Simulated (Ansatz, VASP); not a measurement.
Two plane-wave programs on MgAu

```
Mg Au
1.0
     3.26983    0.00000    0.00000
     0.00000    3.26983    0.00000
     0.00000    0.00000    3.26983
Mg Au
1 1
Cartesian
  1.6349 1.6349 1.6349
  0.0000 0.0000 0.0000
```

Change from the starting cell: volume scaled by 1.01, PAW files.

Alike in both runs: task electric field gradients; functional LDA; k mesh 13 × 13 × 13; occupations fermi-dirac, width 0.05 eV; no spin polarisation.

|  | VASP | Ansatz |
| --- | --- | --- |
| version | VASP 6.6.1 | Ansatz 0.2.0 |
| potentials or method | VASP PAW LDA potentials, release 64 (Mg, Au) | PAW with Ansatz's default frozen-core files, scalar-relativistic |
| plane-wave cutoff (eV) | 520 | 420 |
| valence electrons in the cell | 13 | 29 |

|  | VASP | Ansatz | Ansatz less VASP |
| --- | --- | --- | --- |
| pressure (GPa) | -4.7 | -4.3 | +0.37 |

LDA's correlation is that of Perdew and Zunger in VASP and of Perdew and Wang (1992) in Ansatz. VASP's potentials hold 13 valence electrons a cell and Ansatz's 29, so a difference there can come from the potentials and not from the codes.

Neither program's run includes spin-orbit coupling.
